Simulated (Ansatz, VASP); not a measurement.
Two plane-wave programs on SnTe

```
Sn Te
1.0
     0.00000    3.05130    3.05130
     3.05130    0.00000    3.05130
     3.05130    3.05130    0.00000
Sn Te
1 1
Direct
  0.00000 0.00000 0.00000
  0.50000 0.50000 0.50000
```

Change from the starting cell: volume scaled by 0.88, PAW files.

Alike in both runs: task single point; functional r2SCAN; k mesh 13 × 13 × 13; occupations fermi-dirac, width 0.08 eV; no spin polarisation.

```csv
,VASP,Ansatz
version,VASP 6.6.1,Ansatz 0.2.0
potentials or method,"VASP PAW PBE potentials, release 64 (Sn_d, Te)","PAW with Ansatz's default frozen-core files, scalar-relativistic"
plane-wave cutoff (eV),520,500
valence electrons in the cell,20,30
```

|  | VASP | Ansatz | Ansatz less VASP |
| --- | --- | --- | --- |
| pressure (GPa) | 7.5 | 7.5 | -0.04 |

VASP's potentials were made for PBE, not for r2SCAN. VASP's potentials hold 20 valence electrons a cell and Ansatz's 30, so a difference there can come from the potentials and not from the codes.

Neither program's run includes spin-orbit coupling.
